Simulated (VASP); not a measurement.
Runs of VASP 6.6.1 on ZrB2. The structure is that of space group P6/mmm (No. 191), or close to it. The cells are those of the table. 

```csv
task,cell,cutoff (eV),smearing,k mesh for the DOS,occupations for the DOS,gap on the mesh (eV),pressure (GPa)
relaxation of shape and atoms at fixed volume,"relaxed from a = 3.077, b = 3.077, c = 3.425 Å, angles 90.0, 90.0, 120.0°, 3 atoms",600,gaussian 0.1 eV,-,-,none,27.2
single point,"a = 3.200, b = 3.200, c = 3.583 Å, angles 90.0, 90.0, 120.0°, 3 atoms",520,gaussian 0.1 eV,-,-,none,(b)
electric field gradients,"a = 3.172, b = 3.172, c = 3.542 Å, angles 90.0, 90.0, 120.0°, 3 atoms",520,fermi-dirac 0.15 eV,-,-,none,(a)
single point,"a = 3.110, b = 3.110, c = 3.462 Å, angles 90.0, 90.0, 120.0°, 3 atoms",520,gaussian 0.1 eV,-,-,none,16.8
single point,"a = 3.265, b = 3.265, c = 3.675 Å, angles 90.0, 90.0, 120.0°, 3 atoms",520,gaussian 0.1 eV,-,-,none,-18.7
relaxation of shape and atoms at fixed volume,"relaxed from a = 3.044, b = 3.044, c = 3.383 Å, angles 90.0, 90.0, 120.0°, 3 atoms",600,gaussian 0.1 eV,-,-,none,39.3
single point,"a = 3.078, b = 3.078, c = 3.421 Å, angles 90.0, 90.0, 120.0°, 3 atoms",520,gaussian 0.1 eV,-,-,none,27.2
single point,"a = 3.141, b = 3.141, c = 3.502 Å, angles 90.0, 90.0, 120.0°, 3 atoms",520,gaussian 0.1 eV,-,-,none,7.8
single point,"a = 3.229, b = 3.229, c = 3.622 Å, angles 90.0, 90.0, 120.0°, 3 atoms",520,gaussian 0.1 eV,-,-,none,-12.3
single point,"a = 3.045, b = 3.045, c = 3.380 Å, angles 90.0, 90.0, 120.0°, 3 atoms",520,gaussian 0.1 eV,-,-,none,39.3
```

Alike in all rows: level PBE; potentials or basis VASP PAW PBE potentials, release 64 (Zr_sv, B); no spin polarisation; k mesh 15 × 15 × 12.

Problem. Fill in the values left out.

Solution. (a) 0.1; (b) -6.5.

A k mesh can miss the band edges, and the runs leave out spin-orbit coupling on Zr.

A gap of «none» marks levels without a gap at the run's occupations.
